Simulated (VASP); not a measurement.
# GaN (F-43m) in VASP: notebook, part 2 of 2

VASP 6.6.1. The steps go on from the part before.

## (3) Single point, PBE

Input file INCAR:

```
SYSTEM = GaN
PREC = Accurate ; ENCUT = 600
EDIFF = 1E-6 ; ISMEAR = 0
SIGMA = 0.02 ; LREAL = .False.
LASPH = .True. ; NELM = 120
ALGO = Normal ; ISIF = 2
LWAVE = .False. ; LCHARG = .False.
GGA = PE ; NBANDS = 16
GGA_COMPAT = .False.
```

Input file KPOINTS:

```
Automatic mesh
0
Gamma
  10 10 10
  0 0 0
```

Input file POSCAR:

```
GaN
1.0
    0.0000000000      2.2743393225      2.2743393225
    2.2743393225      0.0000000000      2.2743393225
    2.2743393225      2.2743393225      0.0000000000
Ga N
1 1
Direct
    0.0000000000      0.0000000000      0.0000000000
    0.2500000000      0.2500000000      0.2500000000
```

Potentials or basis: VASP PAW PBE potentials, release 64 (Ga_d, N).

Command:

```sh
$ cat potpaw_PBE.64/Ga_d/POTCAR potpaw_PBE.64/N/POTCAR > POTCAR
$ mpirun -np 1 vasp_std > vasp.out
```

OUTCAR:

```text
SYSTEM = GaN
   PREC = Accurate
   ENCUT = 600
   EDIFF = 1E-6
   ISMEAR = 0
   LREAL = .False.
   LASPH = .True.
   NELM = 120
   ISIF = 2
   GGA = PE

 ion  position               nearest neighbor table
   1  0.000  0.000  0.000-   2 1.97   2 1.97   2 1.97   2 1.97
   2  0.250  0.250  0.250-   1 1.97   1 1.97   1 1.97   1 1.97

  LATTYP: Found a face centered cubic cell.
 ALAT       =     4.5486786450

  Lattice vectors:

 A1 = (   0.0000000000,   2.2743393225,   2.2743393225)
 A2 = (   2.2743393225,   0.0000000000,   2.2743393225)
 A3 = (   2.2743393225,   2.2743393225,   0.0000000000)

Analysis of symmetry for initial positions (statically):
=====================================================================
 Subroutine PRICEL returns:
 Original cell was already a primitive cell.

 Routine SETGRP: Setting up the symmetry group for a
 face centered cubic supercell.

 Subroutine GETGRP returns: Found 24 space group operations
 (whereof 24 operations were pure point group operations)
 out of a pool of 48 trial point group operations.

The static configuration has the point symmetry T_d .

Analysis of symmetry for dynamics (positions and initial velocities):
=====================================================================
 Subroutine PRICEL returns:
 Original cell was already a primitive cell.

 Routine SETGRP: Setting up the symmetry group for a
 face centered cubic supercell.

 Subroutine GETGRP returns: Found 24 space group operations
 (whereof 24 operations were pure point group operations)
 out of a pool of 48 trial point group operations.

The dynamic configuration has the point symmetry T_d .

 Subroutine INISYM returns: Found 24 space group operations
 (whereof 24 operations are pure point group operations),
 and found     1 'primitive' translations

----------------------------------------------------------------------------------------

[... 105 lines left out ...]
   EMIN   =  10.00;   EMAX   =-10.00  energy-range for DOS
   EFERMI =   0.00;   METHOD = LEGACY
   ISMEAR =     0;   SIGMA  =   0.02  broadening in eV -4-tet -1-fermi 0-gaus
   EFERMI_NEDOS =   21; number of points for ismear=-14 and -15
   IALGO  =     38    algorithm
   IMIX   =      4    mixing-type and parameters
     AMIX     =   0.40;   BMIX     =  1.00
     AMIX_MAG =   1.60;   BMIX_MAG =  1.00
  volume/ion in A,a.u.               =      11.76        79.39
  Fermi-wavevector in a.u.,A,eV,Ry     =   1.497271  2.829432 30.501818  2.241820
  Thomas-Fermi vector in A             =   2.609180
   LORBIT       =      0    0 simple, 1 ext, 2 COOP (PROOUT), +10 PAW based schemes
   GGA     = PE    functional components
   LHFCALC =     F    Hartree Fock is set to
   AEXX    =    0.0000 exact exchange contribution
   IVDW    =     0    specifies the selected vdW correction
   LEPSILON=     F    determine dielectric tensor
   LRPA    =     F    only Hartree local field effects (RPA)
 non-spin polarized calculation
 Gauss-broadening in eV      SIGMA  =   0.02
  energy-cutoff  :      600.00
  volume of cell :       23.53
 maximum number of plane-waves:       801
 NGX is ok and might be reduce to    28
   NGX = 13   NGY = 13   NGZ = 13

 number of electron      18.0000002 magnetization

 Free energy of the ion-electron system (eV)
  ---------------------------------------------------
  ext. energy  EPLUGINS =         0.00000000
  ---------------------------------------------------
  free energy    TOTEN  =       -12.15504033 eV

  energy without entropy =      -12.15504033  energy(sigma->0) =      -12.15504033

 E-fermi :   5.0753     XC(G=0): -11.5201

 val. band max:        4.9854786807   @ k =   0.0000   0.0000   0.0000
 cond. band min:       6.5316754331   @ k =   0.0000   0.0000   0.0000
 fundamental gap:      1.5461967524
 Fermi energy:         5.0753065066

 k-point     1 :       0.0000    0.0000    0.0000
  band No.  band energies     occupation
      1     -10.7169      2.00000
      2      -8.4374      2.00000
      3      -8.4374      2.00000
      4      -8.4374      2.00000
      5      -8.1447      2.00000
      6      -8.1447      2.00000
[... 433 lines left out ...]
      3      -8.2311      2.00000
      4      -8.2310      2.00000
      5      -8.0888      2.00000
      6      -7.1875      2.00000
[... 8 lines left out ...]
     15      26.8434      0.00000
     16      27.1133      0.00000

 [... further k-points ...]
[... 5 lines left out ...]
  --------------------------------------------------------------------------------------
  -------------------------------------------------------------------------------------
  Total       -0.0094909     -0.0094909     -0.0094909     -0.0000000      0.0000000      0.0000000
  in kB       -0.6462835     -0.6462835     -0.6462835     -0.0000000      0.0000000      0.0000000
  external PRESSURE =      -0.6462835 kB  Pullay stress =       0.0000000 kB

 VOLUME and BASIS-vectors are now :
 -----------------------------------------------------------------------------
  energy-cutoff  :      600.00
  volume of cell :       23.53
      direct lattice vectors                 reciprocal lattice vectors
     0.000000000  2.274339322  2.274339322    -0.219844064  0.219844064  0.219844064
     2.274339322  0.000000000  2.274339322     0.219844064 -0.219844064  0.219844064
     2.274339322  2.274339322  0.000000000     0.219844064  0.219844064 -0.219844064

 POSITION                                       TOTAL-FORCE (eV/Angst)
 -----------------------------------------------------------------------------------
      0.00000      0.00000      0.00000        -0.000000     -0.000000     -0.000000
      1.13717      1.13717      1.13717         0.000000      0.000000      0.000000
 -----------------------------------------------------------------------------------
    total drift:                                0.000000      0.000000      0.000000

  FREE ENERGIE OF THE ION-ELECTRON SYSTEM (eV)
  ---------------------------------------------------
  free  energy   TOTEN  =       -12.1550403257 eV

  energy  without entropy=      -12.1550403257  energy(sigma->0) =      -12.15504033
```

stdout:

```text
POSCAR found type information on POSCAR GaN
 POSCAR found :  2 types and       2 ions
 scaLAPACK will be used
 LDA part: xc-table for (Slater+PW92), standard interpolation
 POSCAR, INCAR and KPOINTS ok, starting setup
 FFT: planning ... GRIDC
 FFT: planning ... GRID_SOFT
 FFT: planning ... GRID
 WAVECAR not read
 entering main loop
```

Wall time 12 s (1 thread of Intel Xeon 6975P-C (Granite Rapids), shared host); peak memory 0.16 GiB.

What came out:

```yaml
Free_energy: -12.1550 eV
Pressure: -0.1 GPa
Band_gap_on_the_k_mesh: 1.55 eV
```

Levels at points of the mesh, in eV from the valence-band top:
| k point | band 7 | band 8 | band 9 | band 10 | band 11 | band 12 |
| --- | --- | --- | --- | --- | --- | --- |
| (0.00, 0.00, 0.00) | 0.00 | 0.00 | 0.00 | 1.55 | 10.13 | 10.13 |
| (0.50, 0.00, 0.00) | -6.86 | -0.93 | -0.93 | 4.45 | 8.59 | 10.22 |
| (0.50, 0.50, 0.00) | -6.01 | -2.61 | -2.61 | 3.34 | 6.50 | 11.52 |
